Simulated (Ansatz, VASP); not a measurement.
**One calculation of BeZnSe2, two programs**

INCAR

```
ALGO     = Normal         # electronic algorithm
EDIFF    = 1E-6           # SCF threshold, eV
ENCUT    = 520            # plane-wave cutoff, eV
GGA      = PE             # functional
ISIF     = 2              # what is computed and relaxed
ISMEAR   = 0              # smearing method
LASPH    = T              # aspherical terms in the spheres
LCHARG   = T              # write CHGCAR
LELF     = T              # ELF
LREAL    = F              # projectors in reciprocal space
LVHAR    = T            
LWAVE    = F              # write WAVECAR
NBANDS   = 21             # bands
NELM     = 60             # most SCF steps
PREC     = Accurate       # precision mode
SIGMA    = 0.1            # smearing width, eV
```

File KPOINTS:

```
k-points
0
Gamma
  6 6 4
```

File POSCAR:

```
BeZnSe2
1.0
    4.7753662200      0.0000000000      0.0000000000
   -2.3876831100      4.1355884600      0.0000000000
    0.0000000000      0.0000000000      4.4403116600
Be Zn Se
1 1 2
Direct
    0.0000000000      0.0000000000      0.5000000000
    0.0000000000      0.0000000000      0.0000000000
    0.3333333300      0.6666666700      0.0000000000
    0.6666666700      0.3333333300      0.0000000000
```

Input for Ansatz:

```yaml
crystal:
  lattice:
    - [4.77536622, 0.0, 0.0]
    - [-2.38768311, 4.13558846, 0.0]
    - [0.0, 0.0, 4.44031166]
  atoms:
    - { symbol: Be, position: [0.0, 0.0, 0.5] }
    - { symbol: Zn, position: [0.0, 0.0, 0.0] }
    - { symbol: Se, position: [0.33333333, 0.66666667, 0.0] }
    - { symbol: Se, position: [0.66666667, 0.33333333, 0.0] }
basis:
  ecutwfc: 420
kpoints:
  mp_grid: { grid: [6, 6, 4] }
hamiltonian:
  xc: pbe
scf:
  occupations: { method: gaussian, width: 0.1 }
  lower_state_search: "off"
output:
  forces: true
  stress: true
  eigenvalues: true
```

Alike in both runs: task single point; functional PBE; k mesh 6 × 6 × 4; occupations gaussian, width 0.1 eV; no spin polarisation.

|  | VASP | Ansatz |
| --- | --- | --- |
| version | VASP 6.6.1 | Ansatz 0.2.0 |
| potentials or method | VASP PAW PBE potentials, release 64 (Be, Zn, Se), cutoff 520 eV | scalar-relativistic, plane waves, PAW |
| valence electrons in the cell | 26 | 46 |

|  | VASP | Ansatz | Ansatz less VASP |
| --- | --- | --- | --- |
| gap on the k mesh at the Fermi level (eV) | none | none | - |
| pressure (GPa) | 2.8 | 2.7 | -0.10 |
| traceless stress, the component that is largest in VASP (GPa) | -1.64 | -1.63 | +0.011 |

A gap of «none» marks a metal or a gap that the smearing closes. VASP's potentials hold 26 valence electrons a cell and Ansatz's 46, so a difference there can come from the potentials and not from the codes.
